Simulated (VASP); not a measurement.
# NaSc2CuF11 (P1) in VASP: single point with PBEsol

Aim: the single point of NaSc2CuF11 with PBEsol.

Program: VASP 6.6.1. These are calculated values, not measurements. Logs are shortened: lines on timing, memory, paths and dates and some standing lists are left out, and cuts for length are marked.

### Step 1. The cell of the first run

The typed cell holds 15 atoms: a = 8.002 Å, b = 5.812 Å, c = 5.867 Å, α = 108.15°, β = 114.41°, γ = 96.10°.

### Step 2. Single point, PBEsol

File INCAR:

```
SYSTEM = NaSc2CuF11
PREC     = Accurate       ! precision mode
ENCUT    = 520            ! plane-wave cutoff, eV
EDIFF    = 1E-7           ! SCF threshold, eV
ISMEAR   = 1              ! smearing method
SIGMA    = 0.0812         ! smearing width, eV
LREAL    = Auto         
LASPH    = .TRUE.         ! aspherical terms in the spheres
NELM     = 100            ! most SCF steps
ALGO     = Normal         ! electronic algorithm
ISIF     = 2              ! what is computed and relaxed
LWAVE    = .FALSE.        ! write WAVECAR
LCHARG   = .FALSE.        ! write CHGCAR
GGA      = PS             ! functional
NBANDS   = 72             ! bands
```

File KPOINTS:

```
Automatic mesh
0
Gamma
  3 4 4
  0.5 0.5 0
```

File POSCAR:

```
NaSc2CuF11
1.0
    8.0005050000      0.0372410000     -0.1638070000
   -0.6462330000      5.7757030000     -0.0865020000
   -2.3132740000     -2.0231700000      4.9981110000
F Na Sc Cu
11 1 2 1
Direct
    0.3474270000      0.7206700000      0.6137820000
    0.6489020000      0.2687360000      0.4059140000
    0.0129640000      0.3755250000      0.3665930000
    0.9682910000      0.6561240000      0.6332720000
    0.4820400000      0.5458310000      0.9867940000
    0.3089470000      0.2074080000      0.4963830000
    0.6900300000      0.8012950000      0.4697480000
    0.1228310000      0.2716030000      0.8617760000
    0.8912030000      0.7540310000      0.1441490000
    0.6868940000      0.1399350000      0.8989940000
    0.2681890000      0.7674390000      0.0461330000
    0.0014340000      0.9711470000      0.9713040000
    0.2141480000      0.5129120000      0.7191060000
    0.7587130000      0.4622390000      0.2592090000
    0.4890940000      0.9748900000      0.4958520000
```

Potentials or basis: VASP PAW PBE potentials, release 64 (F, Na_pv, Sc_sv, Cu).

Started as:

```sh
$ cat potpaw_PBE.64/F/POTCAR potpaw_PBE.64/Na_pv/POTCAR potpaw_PBE.64/Sc_sv/POTCAR potpaw_PBE.64/Cu/POTCAR > POTCAR
$ mpirun -np 1 vasp_std > vasp.out
```

OUTCAR:

```text
SYSTEM = NaSc2CuF11
   PREC = Accurate
   ENCUT = 520
   EDIFF = 1E-7
   ISMEAR = 1
   LREAL = Auto
   LASPH = .TRUE.
   NELM = 100
   ISIF = 2
   GGA = PS

 ion  position               nearest neighbor table
   1  0.347  0.721  0.614-  13 1.93  15 2.21
   2  0.649  0.269  0.406-  14 1.95  15 2.34
   3  0.013  0.376  0.367-  13 1.86  14 2.04
   4  0.968  0.656  0.633-  14 1.98  12 2.13  13 2.15
   5  0.482  0.546  0.987-  13 2.01  14 2.34
   6  0.309  0.207  0.496-  15 2.08  13 2.26
   7  0.690  0.801  0.470-  15 2.02  14 2.23
   8  0.123  0.272  0.862-  13 2.05  12 2.29
   9  0.891  0.754  0.144-  12 2.17  14 2.32
  10  0.687  0.140  0.899-  15 2.05  14 2.15
  11  0.268  0.767  0.046-  13 1.86  15 2.29
  12  0.001  0.971  0.971-   4 2.13   9 2.17   8 2.29
  13  0.214  0.513  0.719-   3 1.86  11 1.86   1 1.93   5 2.01   8 2.05   4 2.15   6 2.26
  14  0.759  0.462  0.259-   2 1.95   4 1.98   3 2.04  10 2.15   7 2.23   9 2.32   5 2.34
  15  0.489  0.975  0.496-   7 2.02  10 2.05   6 2.08   1 2.21  11 2.29   2 2.34

  LATTYP: Found a triclinic cell.
 ALAT       =     5.8123871886
 B/A-ratio  =     1.1790396557
 C/A-ratio  =     1.3288729717
 COS(alpha) =     0.0101913726
 COS(beta)  =     0.3466707681
 COS(gamma) =     0.5814645677

  Lattice vectors:

 A1 = (   0.6462330000,  -5.7757030000,   0.0865020000)
 A2 = (   2.9595070000,  -3.7525330000,  -4.9116090000)
 A3 = (   5.6872310000,  -1.9859290000,   4.8343040000)

Analysis of symmetry for initial positions (statically):
=====================================================================
 Subroutine PRICEL returns:
 Original cell was already a primitive cell.

 Routine SETGRP: Setting up the symmetry group for a
 triclinic supercell.

 Subroutine GETGRP returns: Found  1 space group operations
 (whereof  1 operations were pure point group operations)
 out of a pool of  2 trial point group operations.

The static configuration has the point symmetry C_1 .

Analysis of symmetry for dynamics (positions and initial velocities):
=====================================================================
 Subroutine PRICEL returns:
 Original cell was already a primitive cell.

 Routine SETGRP: Setting up the symmetry group for a
 triclinic supercell.

 Subroutine GETGRP returns: Found  1 space group operations
 (whereof  1 operations were pure point group operations)
 out of a pool of  2 trial point group operations.

The dynamic configuration has the point symmetry C_1 .

 Subroutine INISYM returns: Found  1 space group operations
 (whereof  1 operations are pure point group operations),
 and found     1 'primitive' translations

----------------------------------------------------------------------------------------

                                     Primitive cell

  volume of cell :     227.2802

  direct lattice vectors                    reciprocal lattice vectors
     8.000505000  0.037241000 -0.163807000     0.126243250  0.015091708  0.064538046
    -0.646233000  5.775703000 -0.086502000     0.000639188  0.174271557  0.070838683
    -2.313274000 -2.023170000  4.998111000     0.004148531  0.003510719  0.203416745

  length of vectors
     8.002268421  5.812387189  5.867330485     0.142584281  0.188119917  0.203489331

  position of ions in fractional coordinates (direct lattice)
     0.347427000  0.720670000  0.613782000
     0.648902000  0.268736000  0.405914000
     0.012964000  0.375525000  0.366593000
     0.968291000  0.656124000  0.633272000
     0.482040000  0.545831000  0.986794000
     0.308947000  0.207408000  0.496383000
     0.690030000  0.801295000  0.469748000
     0.122831000  0.271603000  0.861776000
     0.891203000  0.754031000  0.144149000
     0.686894000  0.139935000  0.898994000
     0.268189000  0.767439000  0.046133000
     0.001434000  0.971147000  0.971304000
     0.214148000  0.512912000  0.719106000
     0.758713000  0.462239000  0.259209000
     0.489094000  0.974890000  0.495852000

  ion indices of the primitive-cell ions
   primitive index   ion index
                 1           1
                 2           2
                 3           3
                 4           4
                 5           5
                 6           6
                 7           7
                 8           8
                 9           9
                10          10
                11          11
                12          12
                13          13
                14          14
                15          15

----------------------------------------------------------------------------------------

 KPOINTS: Automatic mesh

Automatic generation of k-mesh.
 Grid dimensions read from file:
 generate k-points for:    3    4    4

 Generating k-lattice:

  Cartesian coordinates                     Fractional coordinates (reciprocal lattice)
     0.042081083  0.005030569  0.021512682     0.333333333  0.000000000  0.000000000
     0.000159797  0.043567889  0.017709671     0.000000000  0.250000000  0.000000000
     0.001037133  0.000877680  0.050854186     0.000000000  0.000000000  0.250000000

  Length of vectors
     0.047528094  0.047029979  0.050872333

  Shift w.r.t. Gamma in fractional coordinates (k-lattice)
     0.500000000  0.500000000  0.000000000

 Subroutine IBZKPT returns following result:
 ===========================================

 Found     24 irreducible k-points:

 Following reciprocal coordinates:
            Coordinates               Weight
  0.166667  0.125000 -0.000000      2.000000
  0.500000  0.125000 -0.000000      2.000000
 -0.166667  0.125000 -0.000000      2.000000
  0.166667  0.375000 -0.000000      2.000000
  0.500000  0.375000 -0.000000      2.000000
 -0.166667  0.375000 -0.000000      2.000000
[... 16 lines left out ...]
  0.500000  0.375000  0.500000      2.000000
 -0.166667  0.375000  0.500000      2.000000
   k-points           NKPTS =     24   k-points in BZ     NKDIM =     24   number of bands    NBANDS=     72
   number of dos      NEDOS =    301   number of ions     NIONS =     15
   total plane-waves  NPLWV = 138240
   dimension x,y,z NGX =    60 NGY =   48 NGZ =   48
   dimension x,y,z NGXF=   120 NGYF=   96 NGZF=   96
   ions per type =              11   1   2   1
   NGX,Y,Z   is equivalent  to a cutoff of  12.46, 13.73, 13.60 a.u.
   NGXF,Y,Z  is equivalent  to a cutoff of  24.93, 27.46, 27.20 a.u.
 SYSTEM =  NaSc2CuF11
   PREC   = accura    normal or accurate (medium, high low for compatibility)
   ISTART =      0    job   : 0-new  1-cont  2-samecut
   ICHARG =      2    charge: 1-file 2-atom 10-const
   ISPIN  =      1    spin polarized calculation?
   LNONCOLLINEAR =      F non collinear calculations
   LSORBIT =      F    spin-orbit coupling
   LASPH  =      T    aspherical Exc in radial PAW
   ENCUT  =  520.0 eV  38.22 Ry    6.18 a.u.  14.88 10.81 10.91*2*pi/ulx,y,z
   NELM   =    100;   NELMIN=  2; NELMDL= -5     # of ELM steps
   EDIFF  = 0.1E-06   stopping-criterion for ELM
   LREAL  =      T    real-space projection
   EDIFFG = 0.1E-05   stopping-criterion for IOM
   NSW    =      0    number of steps for IOM
   IBRION =     -1    ionic relax: 0-MD 1-quasi-New 2-CG
   NFREE  =      0    steps in history (QN), initial steepest desc. (CG)
   ISIF   =      2    stress and relaxation
   ISYM   =      2    0-nonsym 1-usesym 2-fastsym
   POTIM  = 0.5000    time-step for ionic-motion
   TEBEG  =    0.0;   TEEND  =   0.0 temperature during run
   PSTRESS=    0.0 pullay stress
   NELECT =     117.0000    total number of electrons
   NUPDOWN=      -1.0000    fix difference up-down
   EMIN   =  10.00;   EMAX   =-10.00  energy-range for DOS
   EFERMI =   0.00;   METHOD = LEGACY
   ISMEAR =     1;   SIGMA  =   0.08  broadening in eV -4-tet -1-fermi 0-gaus
   EFERMI_NEDOS =   21; number of points for ismear=-14 and -15
   IALGO  =     38    algorithm
   IMIX   =      4    mixing-type and parameters
     AMIX     =   0.40;   BMIX     =  1.00
     AMIX_MAG =   1.60;   BMIX_MAG =  1.00
  volume/ion in A,a.u.               =      15.15       102.25
  Fermi-wavevector in a.u.,A,eV,Ry     =   1.312047  2.479410 23.422003  1.721469
  Thomas-Fermi vector in A             =   2.442467
   LORBIT       =      0    0 simple, 1 ext, 2 COOP (PROOUT), +10 PAW based schemes
   GGA     = PS    functional components
   LHFCALC =     F    Hartree Fock is set to
   AEXX    =    0.0000 exact exchange contribution
   IVDW    =     0    specifies the selected vdW correction
   LEPSILON=     F    determine dielectric tensor
   LRPA    =     F    only Hartree local field effects (RPA)
 non-spin polarized calculation
 Methfessel and Paxton  Order N= 1 SIGMA  =   0.08
  energy-cutoff  :      520.00
  volume of cell :      227.28
 maximum number of plane-waves:      6143
   NGX = 29   NGY = 21   NGZ = 21

 number of electron     116.9999993 magnetization

 Free energy of the ion-electron system (eV)
  ---------------------------------------------------
  ext. energy  EPLUGINS =         0.00000000
  ---------------------------------------------------
  free energy    TOTEN  =       -78.08109928 eV

  energy without entropy =      -78.07026648  energy(sigma->0) =      -78.07748834

 E-fermi :  -3.3001     XC(G=0):  -8.6176

 val. band max:       -3.3008731546   @ k =   0.1667  -0.3750   0.2500
 cond. band min:      -3.2976306956   @ k =  -0.1667   0.1250   0.2500
 fundamental gap:      0.0032424590
 Fermi energy:        -3.3000731138

 k-point     1 :       0.1667    0.1250   -0.0000
  band No.  band energies     occupation
      1     -49.9911      2.00000
      2     -48.6520      2.00000
      3     -29.0643      2.00000
      4     -28.8619      2.00000
      5     -28.8101      2.00000
      6     -28.2580      2.00000
[... 62 lines left out ...]
     69       5.2219      0.00000
     70       5.4631      0.00000
[... 1677 lines left out ...]
     69       5.3537      0.00000
     70       5.7657      0.00000
 [bands above 70 left out]

------------------------ aborting loop because EDIFF is reached ----------------------------------------

  FORCE on cell =-STRESS in cart. coord.  units (eV):
  Direction    XX          YY          ZZ          XY          YZ          ZX
  --------------------------------------------------------------------------------------
  -------------------------------------------------------------------------------------
  Total       -5.7450919     -7.0786109      3.4100252     -1.4236163      4.7318097      0.2570085
  in kB      -40.4991471    -49.8995857     24.0384513    -10.0355655     33.3561696      1.8117424
  external PRESSURE =     -22.1200938 kB  Pullay stress =       0.0000000 kB

 VOLUME and BASIS-vectors are now :
 -----------------------------------------------------------------------------
  energy-cutoff  :      520.00
  volume of cell :      227.28
      direct lattice vectors                 reciprocal lattice vectors
     8.000505000  0.037241000 -0.163807000     0.126243250  0.015091708  0.064538046
    -0.646233000  5.775703000 -0.086502000     0.000639188  0.174271557  0.070838683
    -2.313274000 -2.023170000  4.998111000     0.004148531  0.003510719  0.203416745

 POSITION                                       TOTAL-FORCE (eV/Angst)
 -----------------------------------------------------------------------------------
      0.89402      2.93353      2.94850         1.244355      1.812926     -0.786253
      4.07889      0.75507      1.89926        -0.277632     -0.357701     -0.195575
     -0.98699      1.42772      1.79767        -0.001811     -1.474582     -4.074662
      5.85788      2.54442      2.94979        -0.840046      0.887474      1.024876
      1.22110      1.17406      4.80593         1.533943     -1.100609      0.581151
      1.18943      0.20517      2.41243         1.090390     -1.199275     -0.056325
      3.91611      3.70336      2.16551        -1.151316      0.378737      0.180639
     -1.18633     -0.17025      4.26364         0.109427      0.131512     -0.280557
      6.30934      4.09661      0.50926        -0.754501     -1.209145      0.348417
      3.32545     -0.98501      4.36865        -0.447837      0.442825     -0.488978
      1.54298      4.34915      0.12026        -0.822095      1.619158      3.369256
     -2.86301      3.64400      4.77044        -0.120431      0.538986      0.339599
     -0.28166      1.51553      3.51472         1.278748     -1.938680      0.999850
      5.17175      2.17359      1.13129        -0.865504      1.179424     -1.041151
      2.13595      4.64570      2.31388         0.024309      0.288950      0.079713
 -----------------------------------------------------------------------------------
    total drift:                                0.004156      0.001060      0.002075

  FREE ENERGIE OF THE ION-ELECTRON SYSTEM (eV)
  ---------------------------------------------------
  free  energy   TOTEN  =       -78.0810992755 eV

  energy  without entropy=      -78.0702664756  energy(sigma->0) =      -78.07748834
```

Run time: 69 min. Hardware: 1 thread of AMD EPYC 7R43 (Zen 3), shared host; peak memory 0.46 GiB.

Results:

```
Free energy            : -78.0811 eV
Pressure               : -2.2 GPa
Largest force          : 4.333 eV/Å
Band gap on the k mesh : zero (an odd number of electrons rules out a gap without spin polarisation)
```

Forces in eV/Å, atoms in the order of the input:
```
F    1.244  1.813 -0.786
F   -0.278 -0.358 -0.196
F   -0.002 -1.475 -4.075
F   -0.840  0.887  1.025
F    1.534 -1.101  0.581
F    1.090 -1.199 -0.056
F   -1.151  0.379  0.181
F    0.109  0.132 -0.281
F   -0.755 -1.209  0.348
F   -0.448  0.443 -0.489
F   -0.822  1.619  3.369
Na  -0.120  0.539  0.340
Sc   1.279 -1.939  1.000
Sc  -0.866  1.179 -1.041
Cu   0.024  0.289  0.080
```

Caveat: the PAW data sets were made with another functional, which shifts forces and pressure a little; an odd number of electrons without spin polarisation forces a metal; a magnetic or distorted state may lie lower. With open d or f shells a metallic result of PBEsol can be an artefact of self-interaction; +U or a hybrid may open a gap.
